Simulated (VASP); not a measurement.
# BaCd3Se4 (P-62m) in VASP: relaxation of cell and atoms with PBE

Aim: the relaxation of cell and atoms of BaCd3Se4 with PBE.

All numbers are computed with VASP 6.6.1; they aren't measurements. Logs are shortened: lines on timing, memory, paths and dates and some standing lists are left out, and cuts for length are marked.

**1. The cell of the first run**

Symmetry: P-62m, No. 189, hexagonal system. Conventional cell: a = 5.770 Å, b = 5.770 Å, c = 8.556 Å, α = 90.00°, β = 90.00°, γ = 120.00°. Within 3.6 Å of Ba (site symmetry -62m) lie 6 Cd at 2.74 to 3.03 Å. Cd (site symmetry m2m) has 2 Ba at 2.74 to 3.03 Å and 4 Cd at 2.90 Å and 4 Se at 3.26 Å within 3.6 Å. Se (site symmetry 3) has 4 Se at 2.96 to 3.33 Å and 3 Cd at 3.26 Å within 3.9 Å.

The cell was generated, and may not be a known phase.

**2. Relaxation of cell and atoms, PBE**

Input file INCAR:

```
ALGO = Normal
EDIFF = 1E-6
EDIFFG = -0.08
ENCUT = 600
GGA = PE
IBRION = 2
ISIF = 3
ISMEAR = 0
LASPH = T
LCHARG = F
LREAL = F
LWAVE = F
NELM = 60
NSW = 36
PREC = Accurate
SIGMA = 0.15
```

Input file KPOINTS:

```
k-points
0
Gamma
  3 3 2
```

Input file POSCAR:

```
BaCd3Se4
1.0
    5.7699298000      0.0000000000      0.0000000000
   -2.8849649000      4.9969057800      0.0000000000
    0.0000000000      0.0000000000      8.5558762700
Ba Cd Se
1 3 4
Direct
    0.0000000000      0.0000000000      0.0000000000
    0.4741611800      0.0000000000      0.0000000000
    0.0000000000      0.4741611800      0.0000000000
    0.5258388200      0.5258388200      0.0000000000
    0.3333333300      0.6666666700      0.6731151500
    0.3333333300      0.6666666700      0.3268848500
    0.6666666700      0.3333333300      0.3268848500
    0.6666666700      0.3333333300      0.6731151500
```

Potentials or basis: VASP PAW PBE potentials, release 64 (Ba_sv, Cd, Se).

Command:

```sh
$ cat potpaw_PBE.64/Ba_sv/POTCAR potpaw_PBE.64/Cd/POTCAR potpaw_PBE.64/Se/POTCAR > POTCAR
$ mpirun -np 1 vasp_std > vasp.out
```

OUTCAR:

```text
EDIFF = 1E-6
   EDIFFG = -0.08
   ENCUT = 600
   GGA = PE
   IBRION = 2
   ISIF = 3
   ISMEAR = 0
   LASPH = T
   LREAL = F
   NELM = 60
   NSW = 36
   PREC = Accurate

 ion  position               nearest neighbor table
   1  0.000  0.000  0.000-   3 2.74   4 2.74   2 2.74   4 3.03   3 3.03   2 3.03
   2  0.474  0.000  0.000-   1 2.74   4 2.90   3 2.90   4 2.90   3 2.90   1 3.03   6 3.26   5 3.26
                             8 3.26   7 3.26
   3  0.000  0.474  0.000-   1 2.74   2 2.90   2 2.90   4 2.90   4 2.90   1 3.03   8 3.26   7 3.26
                             6 3.26   5 3.26
   4  0.526  0.526  0.000-   1 2.74   2 2.90   2 2.90   3 2.90   3 2.90   1 3.03   8 3.26   7 3.26
                             6 3.26   5 3.26
   5  0.333  0.667  0.673-   2 3.26   3 3.26   4 3.26
   6  0.333  0.667  0.327-   2 3.26   3 3.26   4 3.26
   7  0.667  0.333  0.327-   3 3.26   2 3.26   4 3.26
   8  0.667  0.333  0.673-   3 3.26   2 3.26   4 3.26

  LATTYP: Found a hexagonal cell.
 ALAT       =     5.7699298000
 C/A-ratio  =     1.4828388848

  Lattice vectors:

 A1 = (   5.7699298000,   0.0000000000,   0.0000000000)
 A2 = (  -2.8849649000,   4.9969057800,   0.0000000000)
 A3 = (   0.0000000000,   0.0000000000,   8.5558762700)

Analysis of symmetry for initial positions (statically):
=====================================================================
 Subroutine PRICEL returns:
 Original cell was already a primitive cell.

 Routine SETGRP: Setting up the symmetry group for a
 hexagonal supercell.

 Subroutine GETGRP returns: Found 12 space group operations
 (whereof 12 operations were pure point group operations)
 out of a pool of 24 trial point group operations.

The static configuration has the point symmetry D_3h.

Analysis of symmetry for dynamics (positions and initial velocities):
=====================================================================
 Subroutine PRICEL returns:
 Original cell was already a primitive cell.

 Routine SETGRP: Setting up the symmetry group for a
 hexagonal supercell.

 Subroutine GETGRP returns: Found 12 space group operations
 (whereof 12 operations were pure point group operations)
 out of a pool of 24 trial point group operations.

The dynamic configuration has the point symmetry D_3h.

 Subroutine INISYM returns: Found 12 space group operations
 (whereof 12 operations are pure point group operations),
 and found     1 'primitive' translations

----------------------------------------------------------------------------------------

                                     Primitive cell

  volume of cell :     246.6813

  direct lattice vectors                    reciprocal lattice vectors
     5.769929800  0.000000000  0.000000000     0.173312334  0.100061923  0.000000000
    -2.884964900  4.996905780  0.000000000     0.000000000  0.200123845  0.000000000
     0.000000000  0.000000000  8.555876270     0.000000000  0.000000000  0.116878736

  length of vectors
     5.769929800  5.769929796  8.555876270     0.200123845  0.200123845  0.116878736

  position of ions in fractional coordinates (direct lattice)
     0.000000000  0.000000000  0.000000000
     0.474161180  0.000000000  0.000000000
     0.000000000  0.474161180  0.000000000
     0.525838820  0.525838820  0.000000000
     0.333333330  0.666666670  0.673115150
     0.333333330  0.666666670  0.326884850
     0.666666670  0.333333330  0.326884850
     0.666666670  0.333333330  0.673115150

  ion indices of the primitive-cell ions
   primitive index   ion index
                 1           1
                 2           2
                 3           3
                 4           4
                 5           5
                 6           6
                 7           7
                 8           8

----------------------------------------------------------------------------------------

 KPOINTS: k-points

Automatic generation of k-mesh.
 Grid dimensions read from file:
 generate k-points for:    3    3    2

 Generating k-lattice:

  Cartesian coordinates                     Fractional coordinates (reciprocal lattice)
     0.057770778  0.033353974  0.000000000     0.333333333 -0.000000000  0.000000000
     0.000000000  0.066707948  0.000000000     0.000000000  0.333333333  0.000000000
     0.000000000  0.000000000  0.058439368     0.000000000  0.000000000  0.500000000

  Length of vectors
     0.066707948  0.066707948  0.058439368

  Shift w.r.t. Gamma in fractional coordinates (k-lattice)
     0.000000000  0.000000000  0.000000000

 Subroutine IBZKPT returns following result:
 ===========================================

 Found      6 irreducible k-points:

 Following reciprocal coordinates:
            Coordinates               Weight
  0.000000  0.000000  0.000000      1.000000
  0.333333  0.000000  0.000000      6.000000
  0.333333  0.333333  0.000000      2.000000
  0.000000  0.000000  0.500000      1.000000
  0.333333  0.000000  0.500000      6.000000
  0.333333  0.333333  0.500000      2.000000
   k-points           NKPTS =      6   k-points in BZ     NKDIM =      6   number of bands    NBANDS=     42
   number of dos      NEDOS =    301   number of ions     NIONS =      8
   total plane-waves  NPLWV = 161280
   dimension x,y,z NGX =    48 NGY =   48 NGZ =   70
   dimension x,y,z NGXF=    96 NGYF=   96 NGZF=  140
   ions per type =               1   3   4
   NGX,Y,Z   is equivalent  to a cutoff of  13.83, 13.83, 13.60 a.u.
   NGXF,Y,Z  is equivalent  to a cutoff of  27.66, 27.66, 27.20 a.u.
 SYSTEM =  unknown system
   PREC   = accura    normal or accurate (medium, high low for compatibility)
   ISTART =      0    job   : 0-new  1-cont  2-samecut
   ICHARG =      2    charge: 1-file 2-atom 10-const
   ISPIN  =      1    spin polarized calculation?
   LNONCOLLINEAR =      F non collinear calculations
   LSORBIT =      F    spin-orbit coupling
   LASPH  =      T    aspherical Exc in radial PAW
   ENCUT  =  600.0 eV  44.10 Ry    6.64 a.u.  11.52 11.52 17.09*2*pi/ulx,y,z
   NELM   =     60;   NELMIN=  2; NELMDL= -5     # of ELM steps
   EDIFF  = 0.1E-05   stopping-criterion for ELM
   LREAL  =      F    real-space projection
   EDIFFG = -.8E-01   stopping-criterion for IOM
   NSW    =     36    number of steps for IOM
   IBRION =      2    ionic relax: 0-MD 1-quasi-New 2-CG
   NFREE  =      1    steps in history (QN), initial steepest desc. (CG)
   ISIF   =      3    stress and relaxation
   ISYM   =      2    0-nonsym 1-usesym 2-fastsym
   POTIM  = 0.5000    time-step for ionic-motion
   TEBEG  =    0.0;   TEEND  =   0.0 temperature during run
   PSTRESS=    0.0 pullay stress
   NELECT =      70.0000    total number of electrons
   NUPDOWN=      -1.0000    fix difference up-down
   EMIN   =  10.00;   EMAX   =-10.00  energy-range for DOS
   EFERMI =   0.00;   METHOD = LEGACY
   ISMEAR =     0;   SIGMA  =   0.15  broadening in eV -4-tet -1-fermi 0-gaus
   EFERMI_NEDOS =   21; number of points for ismear=-14 and -15
   IALGO  =     38    algorithm
   IMIX   =      4    mixing-type and parameters
     AMIX     =   0.40;   BMIX     =  1.00
     AMIX_MAG =   1.60;   BMIX_MAG =  1.00
  volume/ion in A,a.u.               =      30.84       208.09
  Fermi-wavevector in a.u.,A,eV,Ry     =   1.075793  2.032954 15.746443  1.157331
  Thomas-Fermi vector in A             =   2.211660
   LORBIT       =      0    0 simple, 1 ext, 2 COOP (PROOUT), +10 PAW based schemes
   GGA     = PE    functional components
   LHFCALC =     F    Hartree Fock is set to
   AEXX    =    0.0000 exact exchange contribution
   IVDW    =     0    specifies the selected vdW correction
   LEPSILON=     F    determine dielectric tensor
   LRPA    =     F    only Hartree local field effects (RPA)
 conjugate gradient relaxation of ions
 non-spin polarized calculation
 Gauss-broadening in eV      SIGMA  =   0.15
  energy-cutoff  :      600.00
  volume of cell :      246.68
 maximum number of plane-waves:      8267
 NGX is ok and might be reduce to    48
   NGX = 23   NGY = 23   NGZ = 35

--------------------------------------- Ionic step        1  -------------------------------------------

 number of electron      70.0000005 magnetization

 Free energy of the ion-electron system (eV)
  ---------------------------------------------------
  ext. energy  EPLUGINS =         0.00000000
  ---------------------------------------------------
  free energy    TOTEN  =       -12.86613262 eV

  energy without entropy =      -12.74051977  energy(sigma->0) =      -12.80332619

------------------------ aborting loop because EDIFF is reached ----------------------------------------

  FORCE on cell =-STRESS in cart. coord.  units (eV):
  Direction    XX          YY          ZZ          XY          YZ          ZX
  --------------------------------------------------------------------------------------
  -------------------------------------------------------------------------------------
  Total       17.9023303     17.9023303    -13.3848256      0.0000000      0.0000000      0.0000000
  in kB      116.2743613    116.2743611    -86.9334899      0.0000000      0.0000000      0.0000000
  external PRESSURE =      48.5384108 kB  Pullay stress =       0.0000000 kB
[... 107 lines left out ...]
  FREE ENERGIE OF THE ION-ELECTRON SYSTEM (eV)
  ---------------------------------------------------
  free  energy   TOTEN  =       -18.7610706060 eV

  energy  without entropy=      -18.7023526629  energy(sigma->0) =      -18.73171163

[... ionic steps 4 to 17 ...]

--------------------------------------- Ionic step       18  -------------------------------------------

 number of electron      70.0000006 magnetization

------------------------ aborting loop because EDIFF is reached ----------------------------------------

  FORCE on cell =-STRESS in cart. coord.  units (eV):
  Direction    XX          YY          ZZ          XY          YZ          ZX
  --------------------------------------------------------------------------------------
  -------------------------------------------------------------------------------------
  Total        0.1888775      0.1888775      0.9517214      0.0000000     -0.0000000     -0.0000000
  in kB        1.0122512      1.0122512      5.1005611      0.0000000     -0.0000000     -0.0000000
  external PRESSURE =       2.3750212 kB  Pullay stress =       0.0000000 kB
[... 69 lines left out ...]
  energy  without entropy=      -19.7786724316  energy(sigma->0) =      -19.80590970

--------------------------------------- Ionic step       20  -------------------------------------------

 number of electron      70.0000020 magnetization

 Free energy of the ion-electron system (eV)
  ---------------------------------------------------
  ext. energy  EPLUGINS =         0.00000000
  ---------------------------------------------------
  free energy    TOTEN  =       -19.83913985 eV

  energy without entropy =      -19.78426248  energy(sigma->0) =      -19.81170116

 E-fermi :   1.6380     XC(G=0):  -7.6487

 val. band max:        1.6268100098   @ k =   0.3333   0.3333   0.0000
 cond. band min:       1.7995619212   @ k =   0.3333   0.0000   0.5000
 fundamental gap:      0.1727519114
 Fermi energy:         1.6379995445

 k-point     1 :       0.0000    0.0000    0.0000
  band No.  band energies     occupation
      1     -28.4879      2.00000
      2     -13.7222      2.00000
      3     -13.5550      2.00000
      4     -13.5550      2.00000
      5     -12.5173      2.00000
      6     -12.1627      2.00000
[... 294 lines left out ...]
  FREE ENERGIE OF THE ION-ELECTRON SYSTEM (eV)
  ---------------------------------------------------
  free  energy   TOTEN  =       -19.8391398488 eV

  energy  without entropy=      -19.7842624773  energy(sigma->0) =      -19.81170116

 reached required accuracy - stopping structural energy minimisation
```

Run time: 11 min. Hardware: 1 thread of Intel Xeon 6975P-C (Granite Rapids), shared host; peak memory 0.48 GiB.

Results:

- Free energy: -19.8391 eV
- Relaxed volume: 38.27 Å³/atom
- Relaxed cell: a = 7.578 Å, b = 7.578 Å, c = 6.156 Å, α = 90.00°, β = 90.00°, γ = 120.00°
- Space group after relaxing (to 0.1 Å): P6/mmm (No. 191)
- Energy gained by relaxing: 871.6 meV/atom
- Ionic steps: 20
- Pressure after relaxing: -0.2 GPa
- Largest force after relaxing: 0.031 eV/Å
- Band gap on the k mesh: zero (bands 35 and 36 overlap by 0.52 eV)

Forces on the atoms (eV/Å):
```
Ba   0.000  0.000  0.000
Cd   0.006  0.000  0.000
Cd  -0.003  0.005  0.000
Cd  -0.003 -0.005  0.000
Se   0.000  0.000 -0.031
Se   0.000  0.000  0.031
Se   0.000  0.000  0.031
Se   0.000  0.000 -0.031
```

Step by step:
```tsv
step	energy change (eV)	largest force (eV/Å)	pressure (GPa)	volume (Å³)
1	0.0000	1.6895	4.85	246.68
2	-3.9319	1.0541	-0.93	278.38
3	-5.8949	0.0939	-1.74	308.19
4	-5.9612	0.3995	-1.47	312.82
5	-5.9549	0.2750	-1.55	311.76
6	-6.0924	1.4507	0.33	292.79
7	-6.0935	1.3555	0.18	294.10
8	-6.2122	1.5057	0.42	287.78
9	-6.4732	1.2631	2.30	269.27
10	-6.6697	0.4379	1.63	272.15
11	-6.7209	0.2015	1.22	276.46
12	-6.7248	0.1521	1.24	275.78
13	-6.7918	0.0665	0.64	282.10
14	-6.8613	0.1366	-0.54	297.09
15	-6.8625	0.1632	-0.69	299.17
16	-6.9080	0.2860	-0.30	298.73
17	-6.9232	0.3998	0.10	298.21
18	-6.9521	0.2572	0.24	298.95
19	-6.9670	0.0182	0.47	299.95
20	-6.9730	0.0309	-0.15	306.17
```

Final structure:
```yaml
crystal:
  lattice:
    - [7.57805, 0.00000, 0.00000]
    - [-3.78903, 6.56278, 0.00000]
    - [0.00000, 0.00000, 6.15624]
  atoms:
    - { symbol: Ba, position: [0.00000, 0.00000, 0.00000] }
    - { symbol: Cd, position: [0.50408, 0.00000, 0.00000] }
    - { symbol: Cd, position: [0.00000, 0.50408, 0.00000] }
    - { symbol: Cd, position: [0.49592, 0.49592, 0.00000] }
    - { symbol: Se, position: [0.33333, 0.66667, 0.72205] }
    - { symbol: Se, position: [0.33333, 0.66667, 0.27795] }
    - { symbol: Se, position: [0.66667, 0.33333, 0.27795] }
    - { symbol: Se, position: [0.66667, 0.33333, 0.72205] }
```

Caveat: the k points lie up to 0.51 Å⁻¹ apart in the final cell, too coarse for converged energies and pressures of a metal; the volume moved by over 15 % at a fixed basis, so the end points are rough; spin-orbit coupling is left out, which moves the levels of the heavy elements.

The gap in the log of VASP goes by the Fermi energy; the results here count the filled bands.